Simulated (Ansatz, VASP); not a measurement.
## Au in VASP and in Ansatz

Contents of POSCAR:

```
Au
1.0
   -1.6682446112      1.6682446112      1.6682446112
    1.6682446112     -1.6682446112      1.6682446112
    1.6682446112      1.6682446112     -1.6682446112
Au
1
Direct
    0.0000000000      0.0000000000      0.0000000000
```

Contents of INCAR.step1:

```
ALGO = Normal
EDIFF = 1E-5
ENCUT = 520
GGA = PE
ISIF = 2
ISMEAR = -1
LASPH = True
LCHARG = False
LREAL = False
LWAVE = True
NBANDS = 12
NELM = 60
PREC = Accurate
SIGMA = 0.05
```

INCAR.step2

```
AEXX = 0.25
ALGO = Normal
EDIFF = 1E-6
ENCUT = 520
GGA = PE
ISIF = 2
ISMEAR = -1
ISTART = 1
LASPH = True
LCHARG = False
LHFCALC = True
LREAL = False
LWAVE = False
NBANDS = 12
NELM = 60
PREC = Accurate
PRECFOCK = Normal
SIGMA = 0.05
```

Contents of KPOINTS:

```
k-points
0
Gamma
  6 6 6
```

File input.yaml:

```yaml
crystal:
  lattice:
    - [-1.6682446112, 1.6682446112, 1.6682446112]
    - [1.6682446112, -1.6682446112, 1.6682446112]
    - [1.6682446112, 1.6682446112, -1.6682446112]
  atoms:
    - { symbol: Au, position: [0.0, 0.0, 0.0] }
hamiltonian:
  xc: pbe0
  pseudopotentials: { kind: paw }
kpoints:
  mp_grid: { grid: [6, 6, 6] }
scf:
  occupations: { method: fermi_dirac, width: 0.05 }
output:
  forces: true
  stress: true
  eigenvalues: true
```

Alike in both runs: task single point; functional PBE0; k mesh 6 × 6 × 6; occupations fermi-dirac, width 0.05 eV; no spin polarisation.

```csv
,VASP,Ansatz
version,VASP 6.6.1,Ansatz 0.2.0
potentials or method,"VASP PAW PBE potentials, release 64 (Au)",Ansatz PAW
plane-wave cutoff (eV),520,420
valence electrons in the cell,11,19
```

Ansatz gave:

- gap on the k mesh at the Fermi level (eV): none
- pressure (GPa): -6.5

Q: What did VASP give for the same quantities?

A: gap on the k mesh at the Fermi level (eV): none; pressure (GPa): -6.6.

A gap of «none» marks a metal or a gap that the smearing closes. VASP's potentials hold 11 valence electrons a cell and Ansatz's 19, so a difference there can come from the potentials and not from the codes.

The k mesh is coarse, so the values compare programs but aren't converged. Spin-orbit coupling is off throughout.
